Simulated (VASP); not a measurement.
Set up this calculation in VASP 6.6.1, as the native input.

```yaml
Task: single point
Functional: PBE
Potentials_or_basis: VASP PAW PBE potentials, release 64 (Pt)
Cutoff: 520 eV
k_mesh: 22 × 22 × 22
Occupations: gaussian, width 0.15 eV
Spin: no spin polarisation
Dipole_correction: no
Further_INCAR_settings: ALGO = Fast; EDIFF = 1e-07; NBANDS = 11
```

The structure of Pt lies in POSCAR:

```
Pt
1.0
    0.0000000000      2.3164515388      1.4575113082
    2.3164515388      0.0000000000      1.4575113082
    2.3164515388      2.3164515388      0.0000000000
Pt
1
Direct
    0.0000000000      0.0000000000      0.0000000000
```

This cell differs from its parent crystal: volume 15.642 Å^3 an atom, c/a of the conventional cell 0.6292.

One way to write it, as run:

INCAR

```
SYSTEM = Pt
PREC = Accurate ; ENCUT = 520
EDIFF = 1E-7 ; ISMEAR = 0
SIGMA = 0.15 ; LREAL = .False.
LASPH = .True. ; NELM = 80
ALGO = Fast ; ISIF = 2
LWAVE = .False. ; LCHARG = .False.
GGA = PE ; NBANDS = 11
```

KPOINTS

```
Automatic mesh
0
Gamma
  22 22 22
  0 0 0
```

Potentials or basis: VASP PAW PBE potentials, release 64 (Pt).

Run with:

```sh
$ cat potpaw_PBE.64/Pt/POTCAR > POTCAR
$ mpirun -np 1 vasp_std > vasp.out
```

It gave:

```json
{
 "Pressure": "1.8 GPa",
 "Band gap on the k mesh": "zero (band 5 reaches 11.37 eV, above the bottom of band 6 at 9.22 eV)"
}
```

Caveat: spin-orbit coupling is left out, which moves the levels of the heavy elements.

It took 90 s on 1 thread of Intel(R) Xeon(R) Platinum 8375C CPU @ 2.90GHz (Ice Lake), on a shared host, peak memory 0.25 GiB.
